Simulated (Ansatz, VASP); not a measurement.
**Two plane-wave programs on PtSe2**

```xyz
12
Lattice="-5.5760 3.2193 5.8201 5.5760 -3.2193 5.8201 1.8587 3.2193 -5.8201" Properties=species:S:1:pos:R:3 pbc="T T T"
Pt    0.0000    0.0000    0.0000
Pt    0.0000    0.0000    5.8201
Pt   -1.8587    3.2193    0.0000
Pt    3.7173    0.0000    0.0000
Se    1.8587    1.0731    4.5083
Se    1.8587    1.0731   -1.3118
Se    3.7173   -2.1462    4.5083
Se   -1.8587    1.0731    4.5083
Se    0.0000    2.1462    1.3118
Se    0.0000    2.1462    7.1318
Se   -3.7173    2.1462    7.1318
Se    1.8587   -1.0731    7.1318
```

Alike in both runs: task electric field gradients; functional PBE; k mesh 5 × 5 × 5; no spin polarisation.

```csv
,VASP,Ansatz
version,VASP 6.6.1,Ansatz 0.2.0
potentials or method,"VASP PAW PBE potentials, release 64 (Pt, Se)","plane-wave PAW, scalar-relativistic"
plane-wave cutoff (eV),520,420
occupations,"gaussian, width 0.01 eV",fixed
valence electrons in the cell,88,200
```

|  | VASP | Ansatz | Ansatz less VASP |
| --- | --- | --- | --- |
| gap on the k mesh at the Fermi level (eV) | 0.45 | 0.47 | +0.011 |
| rms of the force components (eV/Å) | 0.064 | 0.065 | +0.0003 |
| size of Vzz on the site where it differs most (V/Å²) | 122.2 | 83.8 | -38.42 |

Atom by atom the forces differ by 0.000 eV/Å (rms over components). VASP's potentials hold 88 valence electrons a cell and Ansatz's 200, so a difference there can come from the potentials and not from the codes.

Neither program's run includes spin-orbit coupling.
